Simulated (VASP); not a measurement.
SiO2, 9 atoms in the cell. Symmetry: P6_422, No. 181, hexagonal system. Conventional cell: a = 5.216 Å, b = 5.216 Å, c = 5.672 Å, α = 90.00°, β = 90.00°, γ = 120.00°. Si (site symmetry 222) has 4 O at 1.64 Å within 2.2 Å. O (site symmetry 2) has 2 Si at 1.64 Å within 2.2 Å. 

```yaml
Program: VASP 6.6.1
Task: single point
Functional: LDA
Potentials_or_basis: VASP PAW LDA potentials, release 64 (Si, O)
Cutoff: 520 eV
k_mesh: 6 × 6 × 4
Occupations: gaussian, width 0.02 eV
Spin: no spin polarisation
Dipole_correction: no
Further_INCAR_settings: ALGO = Normal; EDIFF = 1e-06; NBANDS = 34
```

Potentials or basis: VASP PAW LDA potentials, release 64 (Si, O).

The run is started by

```bash
$ cat potpaw_LDA.64/Si/POTCAR potpaw_LDA.64/O/POTCAR > POTCAR
$ mpirun -np 1 vasp_std > vasp.out
```

Hardware: 1 thread of Intel(R) Xeon(R) Platinum 8488C (Sapphire Rapids) (shared host).

Question: How long does it take, and how much memory?

Answer: It took 56 s on 1 thread of Intel(R) Xeon(R) Platinum 8488C (Sapphire Rapids), on a shared host, peak memory 0.23 GiB. Counts: scf iterations 13, k points 21.
